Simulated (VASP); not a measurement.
Ca2SiN2:

```
Ca Si N
1.0
     4.50355    0.00000    0.00000
    -2.25178    3.90019    0.00000
     0.00000    0.00000    5.01277
Ca Si N
2 1 2
Direct
  0.33333 0.66667 0.50000
  0.66667 0.33333 0.50000
  0.00000 0.00000 0.50000
  0.00000 0.00000 0.11745
  0.00000 0.00000 0.88255
```

The cell was generated, and may not be a known phase.

```yaml
Program: VASP 6.6.1
Task: relaxation of cell and atoms
Functional: PBE
Potentials_or_basis: VASP PAW PBE potentials, release 64 (Ca_sv, Si, N)
Cutoff: 600 eV
k_mesh: 6 × 6 × 4
Occupations: gaussian, width 0.1 eV
Spin: no spin polarisation
```

At the start: pressure 24.8 GPa; volume 17.61 Å³/atom.

Task: How do energy, volume and symmetry change on relaxing?

Result: Over 14 steps the energy falls by 620.9 meV/atom and the volume is 26.54 Å³/atom (+50.7 %); space group P6/mmm (No. 191, to 0.1 Å) before and after.

The path:
```csv
step,energy change (eV),largest force (eV/Å),pressure (GPa),volume (Å³)
1,0.0000,4.5922,24.84,88.05
2,-0.5610,3.4231,-2.92,127.26
3,-1.3084,4.7301,4.67,103.80
4,-3.0239,2.6300,2.24,129.68
5,-3.0782,0.3163,1.37,126.15
6,-3.0718,1.7387,-1.18,131.75
7,-3.0897,0.6538,0.18,128.59
8,-3.1018,0.1626,0.01,132.53
9,-3.1019,0.0776,0.02,132.15
10,-3.1027,0.3178,-0.39,132.93
11,-3.1030,0.1866,-0.26,132.67
12,-3.1040,0.0478,-0.14,132.83
13,-3.1041,0.0594,-0.13,132.84
14,-3.1043,0.0309,-0.17,132.71
```

Final structure:
```yaml
crystal:
  lattice:
    - [5.46879, 0.00000, 0.00000]
    - [-2.73440, 4.73611, 0.00000]
    - [0.00000, 0.00000, 5.12387]
  atoms:
    - { symbol: Ca, position: [0.33333, 0.66667, 0.50000] }
    - { symbol: Ca, position: [0.66667, 0.33333, 0.50000] }
    - { symbol: Si, position: [0.00000, 0.00000, 0.50000] }
    - { symbol: N, position: [0.00000, 0.00000, 0.11610] }
    - { symbol: N, position: [0.00000, 0.00000, 0.88390] }
```

Caveat: the standard files for N, O and F lose accuracy on very short bonds; the volume moved by over 15 % at a fixed basis, so the end points are rough.
